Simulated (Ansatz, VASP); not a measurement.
## VO2: VASP beside Ansatz

The input INCAR:

```
SYSTEM = VO2
PREC = Accurate
ENCUT = 600
EDIFF = 1E-6
ISMEAR = 0
SIGMA = 0.05
LREAL = .False.
LASPH = .True.
NELM = 200
ALGO = Normal
ISIF = 2
LWAVE = .False.
LCHARG = .False.
ISPIN = 2
MAGMOM = 0.92 0.92 0 0 0 0
LORBIT = 11
LMAXMIX = 4
GGA = PE
NBANDS = 38
GGA_COMPAT = .False.
```

Contents of KPOINTS:

```
Automatic mesh
0
Gamma
  6 6 10
  0 0 0
```

File POSCAR:

```
VO2
1.0
    4.5831750823      0.0000000000      0.0000000000
    0.0000000000      4.5831750823      0.0000000000
    0.0000000000      0.0000000000      2.8384132980
V O
2 4
Direct
    0.0000000000      0.0000000000      0.0000000000
    0.5000000000      0.5000000000      0.5000000000
    0.3000128630      0.3000128630      0.0000000000
    0.1999871370      0.8000128630      0.5000000000
    0.6999871370      0.6999871370      0.0000000000
    0.8000128630      0.1999871370      0.5000000000
```

Input for Ansatz:

```yaml
crystal:
  lattice:
    - [4.5831750823, 0.0, 0.0]
    - [0.0, 4.5831750823, 0.0]
    - [0.0, 0.0, 2.838413298]
  atoms:
    - { symbol: V, position: [0.0, 0.0, 0.0], spin: 0.92 }
    - { symbol: V, position: [0.5, 0.5, 0.5], spin: 0.92 }
    - { symbol: O, position: [0.300012863, 0.300012863, 0.0] }
    - { symbol: O, position: [0.199987137, 0.800012863, 0.5] }
    - { symbol: O, position: [0.699987137, 0.699987137, 0.0] }
    - { symbol: O, position: [0.800012863, 0.199987137, 0.5] }
basis:
  ecutwfc: 420
  ecutrho_ratio: 4
kpoints:
  mp_grid: { grid: [6, 6, 10] }
  band_path:
    path:
      - [[0.0, 0.0, 0.0], [0.0, 0.5, 0.0], [0.5, 0.5, 0.0], [0.0, 0.0, 0.0], [0.0, 0.0, 0.5], [0.0, 0.5, 0.5], [0.5, 0.5, 0.5], [0.0, 0.0, 0.5]]
      - [[0.0, 0.5, 0.0], [0.0, 0.5, 0.5]]
      - [[0.5, 0.5, 0.0], [0.5, 0.5, 0.5]]
    npoints: 14
hamiltonian:
  xc: pbe
scf:
  occupations: { method: gaussian, width: 0.05 }
  lower_state_search: "off"
  n_extra_bands: 20
output:
  forces: true
  stress: true
  eigenvalues: true
  populations: true
  dos: { projected: true, de: 0.02, nscf_kmesh: { grid: [9, 9, 15] } }
  bader: true
magnetization:
  spin_polarized: true
checkpoint:
  read: start.run
  write: ck
  compress: false
  write_wavefunctions: false
  write_every: 100000
```

Alike in both runs: task single point; functional PBE; k mesh 6 × 6 × 10; occupations gaussian, width 0.05 eV; collinear spin.

|  | VASP | Ansatz |
| --- | --- | --- |
| version | VASP 6.6.1 | Ansatz 0.2.0 |
| potentials or method | VASP PAW PBE potentials, release 64 (V_sv, O), cutoff 600 eV | scalar-relativistic, plane waves, PAW |
| valence electrons in the cell | 50 | 50 |

|  | VASP | Ansatz | Ansatz less VASP |
| --- | --- | --- | --- |
| gap on the k mesh at the Fermi level (eV) | none | none | - |
| pressure (GPa) | 0.7 | 0.0 | -0.67 |
| traceless stress, the component that is largest in VASP (GPa) | 0.22 | -0.01 | -0.231 |
| rms of the force components (eV/Å) | 0.014 | 0.000 | -0.0140 |
| net moment per atom (μB) | 0.33 | 0.33 | 0.000 |
| size of the moment on the site where the two differ most (μB) | 1.05 | 0.83 | -0.216 |

Site moments also hang on the region over which each program counts them. Atom by atom the forces differ by 0.014 eV/Å (rms over components). A gap of «none» marks a metal or a gap that the smearing closes. Ansatz's warnings: stability check not made.
